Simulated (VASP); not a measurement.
# Te (P3_121) in VASP: notebook, part 2 of 2

VASP 6.6.1.

**3. Single point, PBEsol (volume scaled by 1.12)**

File INCAR:

```
PREC     = Accurate       # precision mode
ENCUT    = 520            # plane-wave cutoff, eV
EDIFF    = 1E-7           # SCF threshold, eV
ISMEAR   = -1             # smearing method
SIGMA    = 0.05           # smearing width, eV
LREAL    = F              # projectors in reciprocal space
LASPH    = T              # aspherical terms in the spheres
NELM     = 100            # most SCF steps
ALGO     = Normal         # electronic algorithm
ISIF     = 2              # what is computed and relaxed
LWAVE    = F              # write WAVECAR
LCHARG   = T              # write CHGCAR
GGA      = PS             # functional
LELF     = T              # ELF
LVHAR    = T            
NBANDS   = 16             # bands
```

File KPOINTS:

```
Automatic mesh
0
Gamma
  8 8 5
```

File POSCAR:

```
Te
1.0
    4.5027337005      0.0000000000      0.0000000000
   -2.2513668502      3.8994817711      0.0000000000
    0.0000000000      0.0000000000      6.1603773933
Te
3
Direct
    0.2833121363      0.0000000000      0.3333333333
    0.0000000000      0.2833121363      0.6666666667
    0.7166878637      0.7166878637      1.0000000000
```

Potentials or basis: VASP PAW PBE potentials, release 64 (Te).

Command:

```sh
$ cat potpaw_PBE.64/Te/POTCAR > POTCAR
$ mpirun -np 1 vasp_std > vasp.out
```

OUTCAR:

```text
PREC = Accurate
   ENCUT = 520
   EDIFF = 1E-7
   ISMEAR = -1
   LREAL = F
   LASPH = T
   NELM = 100
   ISIF = 2
   GGA = PS

 ion  position               nearest neighbor table
   1  0.283  0.000  0.333-   3 3.02   2 3.02   3 3.48   3 3.48   2 3.48   2 3.48
   2  0.000  0.283  0.667-   3 3.02   1 3.02   3 3.48   3 3.48   1 3.48   1 3.48
   3  0.717  0.717  0.000-   2 3.02   1 3.02   2 3.48   1 3.48   1 3.48   2 3.48

  LATTYP: Found a hexagonal cell.
 ALAT       =     4.5027337005
 C/A-ratio  =     1.3681416231

  Lattice vectors:

 A1 = (   4.5027337005,   0.0000000000,   0.0000000000)
 A2 = (  -2.2513668502,   3.8994817711,   0.0000000000)
 A3 = (   0.0000000000,   0.0000000000,   6.1603773933)

Analysis of symmetry for initial positions (statically):
=====================================================================
 Subroutine PRICEL returns:
 Original cell was already a primitive cell.

 Routine SETGRP: Setting up the symmetry group for a
 hexagonal supercell.

 Subroutine GETGRP returns: Found  6 space group operations
 (whereof  2 operations were pure point group operations)
 out of a pool of 24 trial point group operations.

The static configuration has the point symmetry C_2 .
 The point group associated with its full space group is D_3 .

Analysis of symmetry for dynamics (positions and initial velocities):
=====================================================================
 Subroutine PRICEL returns:
 Original cell was already a primitive cell.

 Routine SETGRP: Setting up the symmetry group for a
 hexagonal supercell.

 Subroutine GETGRP returns: Found  6 space group operations
 (whereof  2 operations were pure point group operations)
 out of a pool of 24 trial point group operations.

The dynamic configuration has the point symmetry C_2 .
 The point group associated with its full space group is D_3 .

 Subroutine INISYM returns: Found  6 space group operations
 (whereof  2 operations are pure point group operations),
 and found     1 'primitive' translations
[... 111 lines left out ...]
   EFERMI =   0.00;   METHOD = LEGACY
   ISMEAR =    -1;   SIGMA  =   0.05  broadening in eV -4-tet -1-fermi 0-gaus
   EFERMI_NEDOS =   21; number of points for ismear=-14 and -15
   IALGO  =     38    algorithm
   IMIX   =      4    mixing-type and parameters
     AMIX     =   0.40;   BMIX     =  1.00
     AMIX_MAG =   1.60;   BMIX_MAG =  1.00
  volume/ion in A,a.u.               =      36.06       243.31
  Fermi-wavevector in a.u.,A,eV,Ry     =   0.900469  1.701640 11.032212  0.810845
  Thomas-Fermi vector in A             =   2.023431
   LORBIT       =      0    0 simple, 1 ext, 2 COOP (PROOUT), +10 PAW based schemes
   GGA     = PS    functional components
   LHFCALC =     F    Hartree Fock is set to
   AEXX    =    0.0000 exact exchange contribution
   IVDW    =     0    specifies the selected vdW correction
   LEPSILON=     F    determine dielectric tensor
   LRPA    =     F    only Hartree local field effects (RPA)
 non-spin polarized calculation
  energy-cutoff  :      520.00
  volume of cell :      108.17
 maximum number of plane-waves:      2951
 NGX is ok and might be reduce to    36
   NGX = 17   NGY = 17   NGZ = 23

 number of electron      18.0000000 magnetization

 Free energy of the ion-electron system (eV)
  ---------------------------------------------------
  ext. energy  EPLUGINS =         0.00000000
  ---------------------------------------------------
  free energy    TOTEN  =       -10.38833508 eV

  energy without entropy =      -10.38797785  energy(sigma->0) =      -10.38815647

 E-fermi :   5.1251     XC(G=0):  -8.9993

 val. band max:        4.8568888272   @ k =   0.3750   0.2500   0.4000
 cond. band min:       5.3480981038   @ k =   0.0000   0.0000   0.4000
 fundamental gap:      0.4912092766
 Fermi energy:         5.1251378156

 k-point     1 :       0.0000    0.0000    0.0000
  band No.  band energies     occupation
      1      -7.9806      2.00000
      2      -5.1225      2.00000
      3      -5.1225      2.00000
      4       2.4815      2.00000
      5       2.6189      2.00000
      6       2.6189      2.00000
[... 433 lines left out ...]
      3      -5.0678      2.00000
      4       0.4276      2.00000
      5       1.1183      2.00000
      6       1.7575      2.00000
[... 8 lines left out ...]
     15      12.5869      0.00000
     16      12.8679      0.00000

 [... further k-points ...]
[... 5 lines left out ...]
  --------------------------------------------------------------------------------------
  -------------------------------------------------------------------------------------
  Total       -2.8522202     -2.8522202     -3.9719480     -0.0000000      0.0000000      0.0000000
  in kB      -42.2477081    -42.2477081    -58.8333615     -0.0000000      0.0000000      0.0000000
  external PRESSURE =     -47.7762592 kB  Pullay stress =       0.0000000 kB

 VOLUME and BASIS-vectors are now :
 -----------------------------------------------------------------------------
  energy-cutoff  :      520.00
  volume of cell :      108.17
      direct lattice vectors                 reciprocal lattice vectors
     4.502733701  0.000000000  0.000000000     0.222087307  0.128222166  0.000000000
    -2.251366850  3.899481771  0.000000000     0.000000000  0.256444333  0.000000000
     0.000000000  0.000000000  6.160377393     0.000000000  0.000000000  0.162327717

 POSITION                                       TOTAL-FORCE (eV/Angst)
 -----------------------------------------------------------------------------------
      1.27568      0.00000      2.05346        -0.371501     -0.000000     -0.000000
     -0.63784      1.10477      4.10692         0.185750     -0.321729      0.000000
      1.61353      2.79471      0.00000         0.185750      0.321729      0.000000
 -----------------------------------------------------------------------------------
    total drift:                                0.000000     -0.000000      0.000000

  FREE ENERGIE OF THE ION-ELECTRON SYSTEM (eV)
  ---------------------------------------------------
  free  energy   TOTEN  =       -10.3883350768 eV

  energy  without entropy=      -10.3879778534  energy(sigma->0) =      -10.38815647
```

OSZICAR:

```text
N       E                     dE             d eps       ncg     rms          rms(c)
DAV:   1     0.704248089229E+02    0.70425E+02   -0.64365E+03  1280   0.893E+02
DAV:   2    -0.573372073902E+01   -0.76159E+02   -0.72764E+02  1688   0.130E+02
DAV:   3    -0.103331760537E+02   -0.45995E+01   -0.45816E+01  1552   0.362E+01
DAV:   4    -0.104164691637E+02   -0.83293E-01   -0.83287E-01  1992   0.563E+00
DAV:   5    -0.104174648538E+02   -0.99569E-03   -0.99569E-03  1616   0.535E-01    0.107E+01
DAV:   6    -0.103958230340E+02    0.21642E-01   -0.15558E-02  1712   0.681E-01    0.675E+00
DAV:   7    -0.103889474511E+02    0.68756E-02   -0.35370E-02  1576   0.100E+00    0.311E-01
DAV:   8    -0.103883202801E+02    0.62717E-03   -0.46820E-03  1600   0.371E-01    0.145E-01
DAV:   9    -0.103883398254E+02   -0.19545E-04   -0.18085E-04  1808   0.848E-02    0.553E-02
DAV:  10    -0.103883353204E+02    0.45051E-05   -0.15275E-05  1696   0.222E-02    0.714E-03
DAV:  11    -0.103883350806E+02    0.23977E-06   -0.72729E-07  1832   0.524E-03    0.243E-03
DAV:  12    -0.103883350768E+02    0.37965E-08   -0.72467E-08  1336   0.154E-03
   1 F= -.10388335E+02 E0= -.10388156E+02  d E =-.357223E-03
```

stdout:

```text
POSCAR found type information on POSCAR Te
 POSCAR found :  1 types and       3 ions
 scaLAPACK will be used
 -----------------------------------------------------------------------------
|                                                                             |
|                                                                             |
|     You enforced a specific xc type in the INCAR file but a different       |
|     I HOPE YOU KNOW WHAT YOU ARE DOING!                                     |
|                                                                             |
 -----------------------------------------------------------------------------

 LDA part: xc-table for (Slater+PW92), standard interpolation
 POSCAR, INCAR and KPOINTS ok, starting setup
 FFT: planning ... GRIDC
 FFT: planning ... GRID_SOFT
 FFT: planning ... GRID
 WAVECAR not read
 entering main loop
```

Run time: 63 s. Hardware: 1 thread of Intel Xeon Platinum 8259CL at 2.50GHz (Skylake/Cascade Lake), shared host; peak memory 0.25 GiB.

What came out:

- Free energy: -10.3883 eV
- Pressure: -4.8 GPa
- Largest force: 0.372 eV/Å
- Band gap on the k mesh: 0.49 eV, indirect (least direct gap 0.56 eV)

Forces on the atoms (eV/Å):
```
Te  -0.372  0.000  0.000
Te   0.186 -0.322  0.000
Te   0.186  0.322  0.000
```

Caveat: the PAW data sets were made with another functional, which shifts forces and pressure a little; spin-orbit coupling is left out, which moves the levels of the heavy elements. A k mesh can miss the band edges.
